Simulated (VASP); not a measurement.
Write the native input for VASP 6.6.1 that does the following.

| Property | Result |
| --- | --- |
| Task | single point |
| Functional | PBE |
| Dispersion | D3(BJ) |
| Potentials or basis | VASP PAW PBE potentials, release 64 (Al) |
| Cutoff | 520 eV |
| k mesh | 18 × 18 × 4 |
| Occupations | gaussian, width 0.15 eV |
| Spin | no spin polarisation |
| Dipole correction | no |
| Further INCAR settings | ALGO = Fast; EDIFF = 1e-06; NBANDS = 14 |

The structure of Al lies in POSCAR:

```
Al
1.0
    2.8144222650      0.0000000000      0.0000000000
   -1.4072111325      2.4373611785      0.0000000000
    0.0000000000      0.0000000000      9.2410470710
Al
4
Direct
    0.0000000000      0.0000000000      0.0000000000
    0.3907725021      0.7815450041      0.2045506048
    0.0000000000      0.0000000000      0.5000000000
    0.6666666667      0.3333333333      0.7500000000
```

This cell differs from its parent crystal: atom 2 (Al) moved by +0.280 Å along [1 2 0] and -0.420 Å along [0 0 1].

The input as run:

INCAR

```
SYSTEM = Al
ALGO     = Fast           ! electronic algorithm
EDIFF    = 1E-6           ! SCF threshold, eV
ENCUT    = 520            ! plane-wave cutoff, eV
GGA      = PE             ! functional
ISIF     = 2              ! what is computed and relaxed
ISMEAR   = 0              ! smearing method
IVDW     = 12             ! dispersion correction
LASPH    = .True.         ! aspherical terms in the spheres
LCHARG   = .False.        ! write CHGCAR
LREAL    = .False.        ! projectors in reciprocal space
LWAVE    = .False.        ! write WAVECAR
NBANDS   = 14             ! bands
NELM     = 100            ! most SCF steps
PREC     = Accurate       ! precision mode
SIGMA    = 0.15           ! smearing width, eV
```

KPOINTS

```
k-points
0
Gamma
  18 18 4
  0 0 0
```

Potentials or basis: VASP PAW PBE potentials, release 64 (Al).

Launch:

```console
$ cat potpaw_PBE.64/Al/POTCAR > POTCAR
$ mpirun -np 1 vasp_std > vasp.out
```

Results of the run:

The pressure is 4.7 GPa. The largest force is 3.144 eV/Å and the band gap on the k mesh is zero (bands 6 and 7 overlap by 5.10 eV). The dispersion energy per atom is -0.351 eV.

Caveat: the cell differs from its parent crystal (atom 2 (Al) moved by +0.280 Å along [1 2 0] and -0.420 Å along [0 0 1]); the cell stands under pressure; forces of over 1 eV/Å act on the atoms, so gaps and moduli don't describe the material at rest.

Wall time 100 s on 1 thread of Intel(R) Xeon(R) 6975P-C (Granite Rapids) (shared host), peak memory 0.37 GiB.
